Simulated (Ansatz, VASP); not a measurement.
## Ir: VASP beside Ansatz

```
Ir
1.0
     0.00000    1.91560    1.91560
     1.91560    0.00000    1.91560
     1.91560    1.91560    0.00000
Ir
1
Cartesian
  0.0000 0.0000 0.0000
```

Alike in both runs: task relaxation of cell and atoms; functional revPBE; dispersion D3(BJ); k mesh 13 × 13 × 13; occupations fermi-dirac, width 0.15 eV; no spin polarisation.

|  | VASP | Ansatz |
| --- | --- | --- |
| version | VASP 6.6.1 | Ansatz 0.2.0 |
| potentials or method | VASP PAW PBE potentials, release 64 (Ir), cutoff 600 eV | plane waves, PAW |
| valence electrons in the cell | 9 | 17 |

|  | VASP | Ansatz | Ansatz less VASP |
| --- | --- | --- | --- |
| relaxed volume (Å³/atom) | 14.04 | 14.02 | -0.026 |
| relaxed cell length with the largest relative difference (Å) | 2.708 | 2.706 | -0.0017 |

VASP's potentials were made for PBE, not for revPBE. VASP's potentials hold 9 valence electrons a cell and Ansatz's 17, so a difference there can come from the potentials and not from the codes.

Spin-orbit coupling is off throughout.
